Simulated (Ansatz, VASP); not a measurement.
One calculation of W, two programs

File INCAR:

```
SYSTEM = W
PREC     = Accurate       ! precision mode
ENCUT    = 600            ! plane-wave cutoff, eV
EDIFF    = 1E-6           ! SCF threshold, eV
ISMEAR   = 0              ! smearing method
SIGMA    = 0.1            ! smearing width, eV
LREAL    = .False.        ! projectors in reciprocal space
LASPH    = .True.         ! aspherical terms in the spheres
NELM     = 60             ! most SCF steps
ALGO     = Fast           ! electronic algorithm
ISIF     = 3              ! what is computed and relaxed
LWAVE    = .False.        ! write WAVECAR
LCHARG   = .False.        ! write CHGCAR
IBRION   = 2              ! ionic algorithm
NSW      = 100            ! ionic steps
EDIFFG   = -0.05          ! ionic threshold
```

File KPOINTS:

```
Automatic mesh
0
Gamma
  8 8 8
  0 0 0
```

File POSCAR:

```
W
1.0
   -1.6007500000      1.6007500000      1.6007500000
    1.6007500000     -1.6007500000      1.6007500000
    1.6007500000      1.6007500000     -1.6007500000
W
1
Direct
    0.0000000000      0.0000000000      0.0000000000
```

Input for Ansatz:

```yaml
crystal:
  lattice:
    - [-1.60075, 1.60075, 1.60075]
    - [1.60075, -1.60075, 1.60075]
    - [1.60075, 1.60075, -1.60075]
  atoms:
    - { symbol: W, position: [0.0, 0.0, 0.0] }
basis:
  ecutwfc: 420
kpoints:
  mp_grid: { grid: [8, 8, 8] }
hamiltonian:
  xc: lda
  pseudopotentials: { kind: paw, azcp: { folder: soft_1 } }
scf:
  occupations: { method: gaussian, width: 0.1 }
output:
  forces: true
  stress: true
  eigenvalues: true
relax:
  adjacent_minimum: "off"
  f_tol: 0.05
  max_steps: 80
  cell: { stress_tol: 0.5 }
```

Alike in both runs: task relaxation of cell and atoms; functional LDA; k mesh 8 × 8 × 8; occupations gaussian, width 0.1 eV; no spin polarisation.

|  | VASP | Ansatz |
| --- | --- | --- |
| version | VASP 6.6.1 | Ansatz 0.2.0 |
| potentials or method | VASP PAW LDA potentials, release 64 (W_sv), cutoff 600 eV | scalar-relativistic, plane waves, PAW |
| valence electrons in the cell | 14 | 14 |

|  | VASP | Ansatz | Ansatz less VASP |
| --- | --- | --- | --- |
| gap on the k mesh at the Fermi level, each at its own relaxed structure (eV) | none | none | - |
| relaxed volume (Å³/atom) | 15.56 | 15.45 | -0.107 |
| relaxed cell length with the largest relative difference (Å) | 2.724 | 2.718 | -0.0062 |

Ansatz warns that its potentials were made for another functional, while VASP's fit it. LDA's correlation is that of Perdew and Zunger in VASP and of Perdew and Wang (1992) in Ansatz. A gap of «none» marks a metal or a gap that the smearing closes.

Spin-orbit coupling is off throughout.
